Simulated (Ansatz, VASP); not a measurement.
One calculation of Hf, two programs

File INCAR:

```
SYSTEM = Hf
  PREC = Accurate
  ENCUT = 600
  EDIFF = 1E-6
  ISMEAR = -1
  SIGMA = 0.05
  LREAL = .False.
  LASPH = .True.
  NELM = 80
  ALGO = Normal
  ISIF = 3
  LWAVE = .False.
  LCHARG = .False.
  GGA = B5
  ALDAX = 1.0
  AGGAX = 1.0
  AGGAC = 1.0
  ALDAC = 0.0
  IVDW = 13
  VDW_S6 = 1.0
  VDW_S8 = 2.34076671
  VDW_A1 = 0.44488865
  VDW_A2 = 4.0933009
  IBRION = 2
  NSW = 60
  EDIFFG = -0.01
```

The input KPOINTS:

```
Automatic mesh
0
Gamma
  10 10 5
  0 0 0
```

Contents of POSCAR:

```
Hf
1.0
    3.1967000000      0.0000000000      0.0000000000
   -1.5983500000      2.7684234083      0.0000000000
    0.0000000000      0.0000000000      5.0578000000
Hf
2
Direct
    0.6666666667      0.3333333333      0.7500000000
    0.3333333333      0.6666666667      0.2500000000
```

input.yaml

```yaml
crystal:
  lattice:
    - [3.1967, 0.0, 0.0]
    - [-1.59835, 2.7684234083, 0.0]
    - [0.0, 0.0, 5.0578]
  atoms:
    - { symbol: Hf, position: [0.6666666667, 0.3333333333, 0.75] }
    - { symbol: Hf, position: [0.3333333333, 0.6666666667, 0.25] }
hamiltonian:
  xc: blyp
  pseudopotentials: { kind: paw }
  dispersion: d4
kpoints:
  mp_grid: { grid: [10, 10, 5] }
scf:
  occupations: { method: fermi_dirac, width: 0.05 }
output:
  forces: true
  stress: true
relax:
  f_tol: 0.01
  max_steps: 40
  cell: { stress_tol: 0.05 }
```

Alike in both runs: task relaxation of cell and atoms; functional BLYP; dispersion D4; k mesh 10 × 10 × 5; occupations fermi-dirac, width 0.05 eV; no spin polarisation.

|  | VASP | Ansatz |
| --- | --- | --- |
| version | VASP 6.6.1 | Ansatz 0.2.0 |
| potentials or method | VASP PAW PBE potentials, release 64 (Hf_pv) | Ansatz PAW |
| plane-wave cutoff (eV) | 600 | 420 |
| valence electrons in the cell | 20 | 52 |

Ansatz gave:

- relaxed volume (Å³/atom): 22.51
- relaxed cell length with the largest relative difference (Å): 5.062

Which values does VASP return?

Relaxed volume (Å³/atom): 22.51; relaxed cell length with the largest relative difference (Å): 5.061.

VASP's potentials were made for PBE, not for BLYP. VASP's potentials hold 20 valence electrons a cell and Ansatz's 52, so a difference there can come from the potentials and not from the codes.

Neither program's run includes spin-orbit coupling. Noted on Ansatz's run: the plane-wave basis is chosen anew once the cell has moved, so the energies of steps on either side of that aren't comparable.
